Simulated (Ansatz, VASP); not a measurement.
**Si in VASP and in Ansatz**

POSCAR

```
Si
1.0
    2.6205428149      0.0000000000      0.0000000000
   -1.3102714075      2.2694566494      0.0000000000
    0.0000000000      0.0000000000      2.3430366705
Si
1
Direct
    0.0000000000      0.0000000000      0.0000000000
```

The input INCAR.step1:

```
  PREC = Accurate
  ENCUT = 520
  ISMEAR = 0
  SIGMA = 0.15
  LREAL = False
  LASPH = True
  NELM = 60
  NBANDS = 8
  GGA = PE
  ALGO = Normal
  EDIFF = 1E-4
  LWAVE = True
  LCHARG = False
```

The input INCAR.step2:

```
  PREC = Accurate
  ENCUT = 520
  EDIFF = 1E-6
  ISMEAR = 0
  SIGMA = 0.15
  LREAL = False
  LASPH = True
  NELM = 60
  ALGO = Normal
  ISIF = 2
  LWAVE = False
  LCHARG = True
  METAGGA = R2SCAN
  LMIXTAU = True
  LELF = True
  LVHAR = True
  NBANDS = 8
  ISTART = 1
```

Contents of KPOINTS:

```
Automatic mesh
0
Gamma
  21 21 20
```

Input for Ansatz:

```yaml
crystal:
  lattice:
    - [2.6205428149, 0.0, 0.0]
    - [-1.3102714075, 2.2694566494, 0.0]
    - [0.0, 0.0, 2.3430366705]
  atoms:
    - { symbol: Si, position: [0.0, 0.0, 0.0] }
basis:
  ecutwfc: 500
kpoints:
  mp_grid: { grid: [21, 21, 20] }
hamiltonian:
  xc: r2scan
scf:
  occupations: { method: gaussian, width: 0.15 }
output:
  forces: true
  stress: true
  eigenvalues: true
```

Change from the starting cell: strain +0.000 along x and y, -0.050 along z, atoms carried along.

Alike in both runs: task single point; functional r2SCAN; k mesh 21 × 21 × 20; occupations gaussian, width 0.15 eV; no spin polarisation.

```csv
,VASP,Ansatz
version,VASP 6.6.1,Ansatz 0.2.0
potentials or method,"VASP PAW PBE potentials, release 64 (Si), cutoff 520 eV","scalar-relativistic, plane waves, PAW"
valence electrons in the cell,4,4
```

VASP gave:

* gap on the k mesh at the Fermi level (eV): none
* pressure (GPa): 10.5
* traceless stress, the component that is largest in VASP (GPa): 11.25

What did Ansatz give for the same quantities?

gap on the k mesh at the Fermi level (eV): none; pressure (GPa): 10.6; traceless stress, the component that is largest in VASP (GPa): 11.41.

VASP's potentials were made for PBE, not for r2SCAN. A gap of «none» marks a metal or a gap that the smearing closes. With one functional, cell and mesh, what is left measures potentials, basis and numerics.
